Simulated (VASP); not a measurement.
# TaN (P-6m2) in VASP: vibrations by perturbation theory with PBEsol

Aim: the vibrations by perturbation theory of TaN with PBEsol.

All numbers are computed with VASP 6.6.1; they aren't measurements. Logs are shortened: lines on timing, memory, paths and dates and some standing lists are left out, and cuts for length are marked.

## (1) The cell of the first run

Symmetry: P-6m2, No. 187, hexagonal system. Conventional cell: a = 2.913 Å, b = 2.913 Å, c = 2.861 Å, α = 90.00°, β = 90.00°, γ = 120.00°. Within 2.9 Å of Ta (site symmetry -6m2) lie 6 N at 2.21 Å and 2 Ta at 2.86 Å. N (site symmetry -6m2) has 6 Ta at 2.21 Å and 2 N at 2.86 Å within 2.9 Å.

## (2) Vibrations by perturbation theory, PBEsol

INCAR

```
SYSTEM = TaN
PREC = Accurate ; ENCUT = 520
EDIFF = 1E-8 ; ISMEAR = -1
SIGMA = 0.15 ; LREAL = .False.
LASPH = .True. ; NELM = 80
ALGO = Normal ; ISIF = 2
LWAVE = .False. ; LCHARG = .False.
GGA = PS ; NBANDS = 15
IBRION = 8 ; NSW = 1
```

KPOINTS

```
regular mesh
0
Gamma
  18 18 14
  0 0 0
```

POSCAR

```
TaN
1.0
    2.9130891655      0.0000000000      0.0000000000
   -1.4565445828      2.5228092208      0.0000000000
    0.0000000000      0.0000000000      2.8611666242
Ta N
1 1
Direct
    0.3333333333      0.6666666667      0.5000000000
    0.0000000000      0.0000000000      0.0000000000
```

Potentials or basis: VASP PAW PBE potentials, release 64 (Ta_pv, N).

The run is started by

```bash
> cat potpaw_PBE.64/Ta_pv/POTCAR potpaw_PBE.64/N/POTCAR > POTCAR
> mpirun -np 1 vasp_std > vasp.out
```

OUTCAR:

```text
SYSTEM = TaN
   PREC = Accurate
   ENCUT = 520
   EDIFF = 1E-8
   ISMEAR = -1
   LREAL = .False.
   LASPH = .True.
   NELM = 80
   ISIF = 2
   GGA = PS
   IBRION = 8
   NSW = 1

 ion  position               nearest neighbor table
   1  0.333  0.667  0.500-   2 2.21   2 2.21   2 2.21   2 2.21   2 2.21   2 2.21
   2  0.000  0.000  0.000-   1 2.21   1 2.21   1 2.21   1 2.21   1 2.21   1 2.21

  LATTYP: Found a hexagonal cell.
 ALAT       =     2.9130891655
 C/A-ratio  =     0.9821761236

  Lattice vectors:

 A1 = (   2.9130891655,   0.0000000000,   0.0000000000)
 A2 = (  -1.4565445828,   2.5228092208,   0.0000000000)
 A3 = (   0.0000000000,   0.0000000000,   2.8611666242)

Analysis of symmetry for initial positions (statically):
=====================================================================
 Subroutine PRICEL returns:
 Original cell was already a primitive cell.

 Routine SETGRP: Setting up the symmetry group for a
 hexagonal supercell.

 Subroutine GETGRP returns: Found 12 space group operations
 (whereof 12 operations were pure point group operations)
 out of a pool of 24 trial point group operations.

The static configuration has the point symmetry D_3h.

Analysis of symmetry for dynamics (positions and initial velocities):
=====================================================================
 Subroutine PRICEL returns:
 Original cell was already a primitive cell.

 Routine SETGRP: Setting up the symmetry group for a
 hexagonal supercell.

 Subroutine GETGRP returns: Found 12 space group operations
 (whereof 12 operations were pure point group operations)
 out of a pool of 24 trial point group operations.

The dynamic configuration has the point symmetry D_3h.

 Subroutine INISYM returns: Found 12 space group operations
 (whereof 12 operations are pure point group operations),
 and found     1 'primitive' translations

[... 593 lines left out ...]
  external PRESSURE =      49.0865497 kB  Pullay stress =       0.0000000 kB

 VOLUME and BASIS-vectors are now :
 -----------------------------------------------------------------------------
  energy-cutoff  :      520.00
  volume of cell :       21.03
      direct lattice vectors                 reciprocal lattice vectors
     2.913089166  0.000000000  0.000000000     0.343278198  0.198191760  0.000000000
    -1.456544583  2.522809221  0.000000000     0.000000000  0.396383520  0.000000000
     0.000000000  0.000000000  2.861166624     0.000000000  0.000000000  0.349507782

 POSITION                                       TOTAL-FORCE (eV/Angst)
 -----------------------------------------------------------------------------------
     -0.00000      1.68187      1.43058         0.000000      0.000000      0.000000
      0.00000      0.00000      0.00000        -0.000000     -0.000000      0.000000
 -----------------------------------------------------------------------------------
    total drift:                                0.000000     -0.000000     -0.000000

  FREE ENERGIE OF THE ION-ELECTRON SYSTEM (eV)
  ---------------------------------------------------
  free  energy   TOTEN  =       -23.8047442120 eV

  energy  without entropy=      -23.7949831586  energy(sigma->0) =      -23.79986369

[... ionic steps 2 to 3 ...]

--------------------------------------- Ionic step        4  -------------------------------------------

------------------------ aborting loop because EDIFF is reached ----------------------------------------
[... 11 lines left out ...]
[... ionic steps 8 to 8 ...]

--------------------------------------- Ionic step        9  -------------------------------------------

 Free energy of the ion-electron system (eV)
  ---------------------------------------------------
  ---------------------------------------------------
  free energy    TOTEN  =        -0.23363422 eV

  energy without entropy =       -0.23363422

------------------------ aborting loop because EDIFF is reached ----------------------------------------

 INTERNAL STRAIN TENSOR  FOR ION    2  DIRECTION 3   (eV/Angst):
 -----------------------------------------------------------------------------
     0.00330 -0.00000  0.00000
     0.00000  0.00330  0.00000
    -0.00000 -0.00000  0.00772

 INTERNAL STRAIN TENSOR FOR ION    2 for displacements in x,y,z  (eV/Angst):
          X           Y           Z          XY          YZ          ZX
  --------------------------------------------------------------------------------
  x     0.00000    -0.00000    -0.00000    -2.82293     0.00000     0.00000
  y    -2.82293     2.82293    -0.00000    -0.00000     0.00000     0.00000
  z     0.00000     0.00000     0.00000     0.00000     0.00000    -0.00000

 SECOND DERIVATIVES (NOT SYMMETRIZED)
 ------------------------------------
               1X          1Y          1Z          2X          2Y          2Z
  1X   -14.074273    0.000000    0.000000   14.074273   -0.000000    0.000000
  1Y     0.000000  -14.074273    0.000000   -0.000000   14.074273    0.000000
  1Z     0.000000    0.000000  -15.590459    0.000000    0.000000   15.590459
  2X    14.076854   -0.000000    0.000000  -14.076854    0.000000    0.000000
  2Y    -0.000000   14.076854    0.000000    0.000000  -14.076854    0.000000
  2Z    -0.000000    0.000000   15.590000    0.000000    0.000000  -15.590000

 Eigenvectors and eigenvalues of the dynamical matrix
 ----------------------------------------------------

   1 f  =   17.122940 THz   107.586603 2PiTHz  571.159787 cm-1    70.814756 meV
             X         Y         Z           dx          dy          dz
     -0.000000  1.681873  1.430583     0.000000    0.000000   -0.267994
      0.000000  0.000000  0.000000    -0.000000    0.000000    0.963421
[... 21 lines left out ...]
   6 f/i=    0.000385 THz     0.002420 2PiTHz    0.012847 cm-1     0.001593 meV
             X         Y         Z           dx          dy          dz
     -0.000000  1.681873  1.430583     0.258878   -0.927996   -0.000000
      0.000000  0.000000  0.000000     0.072004   -0.258112   -0.000000

--------------------------------------------------------------------------------------------------------

 ELASTIC MODULI CONTR FROM IONIC RELAXATION (kBar)
 Direction    XX          YY          ZZ          XY          YZ          ZX
 --------------------------------------------------------------------------------
 XX         -26.8868     26.8868     -0.0000      0.0000      0.0000      0.0000
 YY          26.8868    -26.8868      0.0000      0.0000     -0.0000     -0.0000
 ZZ          -0.0000      0.0000     -0.0000     -0.0000     -0.0000      0.0000
 XY           0.0000      0.0000     -0.0000    -26.8868      0.0000      0.0000
 YZ           0.0000     -0.0000     -0.0000      0.0000     -0.0000     -0.0000
 ZX           0.0000     -0.0000      0.0000      0.0000     -0.0000     -0.0000
 --------------------------------------------------------------------------------
```

Wall time 9.9 min (1 thread of Intel Xeon 6975P-C (Granite Rapids), shared host); peak memory 0.89 GiB.

Results:

```yaml
Highest_phonon_frequency_at_Γ_LO-TO_splitting_left_out: 571 cm⁻¹
```

Phonon frequencies in cm⁻¹ (negative: imaginary):
```tsv
q point	frequencies
(0.000, 0.000, 0.000)	0 0 0 543 543 571
```

Caveat: the cell wasn't relaxed at this level first, which shifts response properties; the PAW data sets were made with another functional, which shifts forces and pressure a little; spin-orbit coupling is left out, which moves the levels of the heavy elements.
